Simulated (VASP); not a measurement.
Runs of VASP 6.6.1 on ScB3S. The structure is that of space group P4/mmm (No. 123), or close to it. The cells are those of the table. 

```tsv
task	cell	k mesh	cutoff (eV)	gap on the mesh (eV)	pressure (GPa)	relaxed volume (Å³/atom)	largest force (eV/Å)
single point	a = 3.313, b = 3.313, c = 5.489 Å, 5 atoms	12 × 12 × 8	520	none	0.2	-	0.03
relaxation of cell and atoms	relaxed from a = 3.276, b = 3.276, c = 5.575 Å, 5 atoms	12 × 12 × 8	600	none	0.0	12.07	-
single point	a = 3.276, b = 3.276, c = 5.575 Å, 5 atoms	6 × 6 × 4	520	none	(b)	-	0.04
relaxation of cell and atoms	relaxed from a = 3.030, b = 3.030, c = 4.319 Å, 5 atoms	6 × 6 × 4	600	none	-0.2	(a)	0.04
```

Alike in all rows: level PBE; potentials or basis VASP PAW PBE potentials, release 64 (Sc_sv, B, S); no spin polarisation; smearing gaussian 0.1 eV.

**Question.** Estimate the missing entries.

**Answer.** (a) 11.53; (b) 0.1.

Caveats: some runs use coarse meshes; the volume moved by over 15 % at a fixed basis, so the end points are rough (some runs).

A gap of «none» marks levels without a gap at the run's occupations.
